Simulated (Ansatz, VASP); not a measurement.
# Two plane-wave programs on MgS

```xyz
8
Lattice="4.0405 0.0000 0.0000 -2.0203 3.4992 0.0000 0.0000 0.0000 13.0800" Properties=species:S:1:pos:R:3 pbc="T T T"
Mg    0.0000    0.0000    1.2407
Mg    0.0000    0.0000    7.7807
Mg    0.0000    2.3328    4.4989
Mg    2.0203    1.1664   11.0389
S     0.0000    0.0000    5.3069
S     0.0000    0.0000   11.8469
S     0.0000    2.3328    2.0335
S     2.0203    1.1664    8.5735
```

Alike in both runs: task single point; functional PBE; k mesh 6 × 6 × 1; occupations gaussian, width 0.1 eV; no spin polarisation.

```csv
,VASP,Ansatz
version,VASP 6.6.1,Ansatz 0.2.0
potentials or method,"VASP PAW PBE potentials, release 64 (Mg, S), cutoff 520 eV","scalar-relativistic, plane waves, PAW"
valence electrons in the cell,32,64
```

Ansatz gave:

```
gap on the k mesh at the Fermi level (eV) : 3.37
least direct gap on the mesh (eV)         : 3.37
pressure (GPa)                            : 0.0
```

**Question.** Estimate VASP's values.

**Answer.** gap on the k mesh at the Fermi level (eV): 3.37; least direct gap on the mesh (eV): 3.37; pressure (GPa): -0.1.

With one functional, cell and mesh, what is left measures potentials, basis and numerics. VASP's potentials hold 32 valence electrons a cell and Ansatz's 64, so a difference there can come from the potentials and not from the codes.

The k mesh is coarse, so the values compare programs but aren't converged.
